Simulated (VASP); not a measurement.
Hf:

```
Hf
1.0
     0.00000    2.22000    2.22000
     2.22000    0.00000    2.22000
     2.22000    2.22000    0.00000
Hf
1
Direct
  0.00000 0.00000 0.00000
```

| Quantity | Value |
| --- | --- |
| Program | VASP 6.6.1 |
| Task | relaxation of cell and atoms |
| Functional | PBE |
| Potentials or basis | VASP PAW PBE potentials, release 64 (Hf_pv) |
| Cutoff | 500 eV |
| k mesh | 16 × 16 × 16 |
| Occupations | gaussian, width 0.1 eV |
| Spin | no spin polarisation |

At the start: pressure 2.7 GPa; volume 21.88 Å³/atom.

Q: Where does the relaxation end?

A: Over 3 steps the energy falls by 4.7 meV/atom and the volume is 22.45 Å³/atom (+2.6 %); space group Fm-3m (No. 225, to 0.05 Å).

The path:
```tsv
step	energy change (eV)	largest force (eV/Å)	pressure (GPa)	volume (Å³)
1	0.0000	0.0000	2.71	21.88
2	0.0006	0.0000	-2.66	23.08
3	-0.0047	0.0000	-0.01	22.45
```

Final structure:
```yaml
crystal:
  lattice:
    - [0.00000, 2.23917, 2.23917]
    - [2.23917, 0.00000, 2.23917]
    - [2.23917, 2.23917, 0.00000]
  atoms:
    - { symbol: Hf, position: [0.00000, 0.00000, 0.00000] }
```
